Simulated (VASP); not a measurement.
# C: single point with PBE

C:

```
CELL_PARAMETERS angstrom
2.36367 0.00000 0.00000
-1.18184 2.04700 0.00000
0.00000 0.00000 8.17103
ATOMIC_POSITIONS crystal
C 0.00000 0.00000 0.25000
C 0.00000 0.00000 0.75000
C 0.33333 0.66667 0.25000
C 0.66667 0.33333 0.75000
```

This cell differs from its parent crystal: volume scaled by 0.88.

* Program: VASP 6.6.1
* Task: single point
* Functional: PBE
* Potentials or basis: VASP PAW PBE potentials, release 64 (C)
* Cutoff: 520 eV
* k mesh: 14 × 14 × 4
* Occupations: fermi-dirac, width 0.05 eV
* Spin: no spin polarisation
* Dipole correction: no
* Further INCAR settings: ALGO = Normal; EDIFF = 1e-06; NBANDS = 16

```
Pressure               : 35.1 GPa
Band gap on the k mesh : 1.24 eV, direct
```

Stress tensor (GPa, compression positive):
```
52.56  0.00  0.00
 0.00 52.56  0.00
 0.00  0.00  0.07
```

Levels at points of the mesh, in eV from the valence-band top:
| k point | band 6 | band 7 | band 8 | band 9 | band 10 | band 11 |
| --- | --- | --- | --- | --- | --- | --- |
| (0.00, 0.00, 0.00) | -2.36 | -2.36 | -2.36 | 3.35 | 7.07 | 9.78 |
| (0.50, 0.00, 0.00) | -6.16 | -2.10 | -1.92 | 2.22 | 2.49 | 9.24 |
| (0.00, 0.00, 0.50) | -2.36 | -2.36 | -2.36 | 4.78 | 4.78 | 9.79 |
| (0.50, 0.00, 0.50) | -6.16 | -2.01 | -2.01 | 2.33 | 2.33 | 9.27 |

Wall time 73 s on 1 thread of Intel(R) Xeon(R) Platinum 8259CL CPU @ 2.50GHz (Skylake/Cascade Lake), on a shared host, peak memory 0.16 GiB.

Caveat: this functional lacks dispersion, which binds the layers, so the pressure and a relaxed spacing across them are unreliable. A k mesh can miss the band edges.
